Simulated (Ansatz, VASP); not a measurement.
# One calculation of H2CO3, two programs

```
H C O
1.0
     2.86746   -3.11838    0.00000
     2.86746    3.11838    0.00000
     0.00000    0.00000    6.56370
H C O
4 2 6
Direct
  0.32157 0.67843 0.53892
  0.32157 0.67843 0.96108
  0.67843 0.32157 0.03892
  0.67843 0.32157 0.46108
  0.34389 0.65611 0.25000
  0.65611 0.34389 0.75000
  0.54394 0.45606 0.25000
  0.45606 0.54394 0.75000
  0.22810 0.77190 0.41475
  0.22810 0.77190 0.08525
  0.77190 0.22810 0.91475
  0.77190 0.22810 0.58525
```

Alike in both runs: functional r2SCAN; dispersion D3(BJ); k mesh 6 × 6 × 4; occupations gaussian, width 0.02 eV; no spin polarisation.

Ansatz relaxed the structure, and its values are those at the end. VASP's run is a single point on that final structure, the one shown.

|  | VASP | Ansatz |
| --- | --- | --- |
| version | VASP 6.6.1 | Ansatz 0.2.0 |
| potentials or method | VASP PAW PBE potentials, release 64 (H, C, O), cutoff 520 eV | scalar-relativistic, plane waves, PAW |
| valence electrons in the cell | 48 | 48 |

|  | VASP | Ansatz | Ansatz less VASP |
| --- | --- | --- | --- |
| gap on the k mesh at the Fermi level (eV) | 6.59 | 6.63 | +0.043 |
| pressure (GPa) | 1.0 | 0.0 | -1.02 |
| rms of the force components (eV/Å) | 0.153 | 0.000 | -0.1531 |

VASP's potentials were made for PBE, not for r2SCAN. Ansatz's warnings: dispersion damping borrowed, stress scf threshold loose.

Noted on VASP's run: the standard files for N, O and F lose accuracy on very short bonds.
